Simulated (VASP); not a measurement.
Write the native input for VASP 6.6.1 that does the following.

```yaml
Task: single point
Functional: PBE
Potentials_or_basis: VASP PAW PBE potentials, release 64 (Hf_pv, F)
Cutoff: 520 eV
k_mesh: 9 × 9 × 1
Occupations: gaussian, width 0.1 eV
Spin: no spin polarisation
Dipole_correction: yes
Further_INCAR_settings: ALGO = Normal; EDIFF = 1e-06; NBANDS = 32
```

The structure of Hf4F lies in POSCAR:

```
Hf4F
1.0
    3.2048170381      0.0000000000      0.0000000000
   -1.6024085190      2.7754529695      0.0000000000
    0.0000000000      0.0000000000     24.5281466259
Hf F
4 1
Direct
    0.6666666667      0.3333333333      0.1630779553
    0.3333333333      0.6666666667      0.2663815885
    0.6666666667      0.3333333333      0.3732987945
    0.3333333333      0.6666666667      0.4699966451
    0.6666666667      0.3333333333      0.5706972826
```

These files were run (other wordings do the same):

INCAR

```
PREC = Accurate ; ENCUT = 520
EDIFF = 1E-6 ; ISMEAR = 0
SIGMA = 0.1 ; LREAL = False
LASPH = True ; NELM = 100
ALGO = Normal ; ISIF = 2
LWAVE = False ; LCHARG = False
LDIPOL = True ; IDIPOL = 3
DIPOL = 0.5 0.5 0.369 ; GGA = PE
NBANDS = 32
```

KPOINTS

```
Automatic mesh
0
Gamma
  9 9 1
```

Potentials or basis: VASP PAW PBE potentials, release 64 (Hf_pv, F).

Command:

```console
$ cat potpaw_PBE.64/Hf_pv/POTCAR potpaw_PBE.64/F/POTCAR > POTCAR
$ mpirun -np 1 vasp_std > vasp.out
```

It gave:

- Largest force: 3.861 eV/Å

Caveat: an odd number of electrons without spin polarisation forces a metal; a magnetic or distorted state may lie lower.

Run time: 7.2 min on 1 thread of Intel(R) Xeon(R) Platinum 8488C (Sapphire Rapids), on a shared host, peak memory 0.35 GiB.
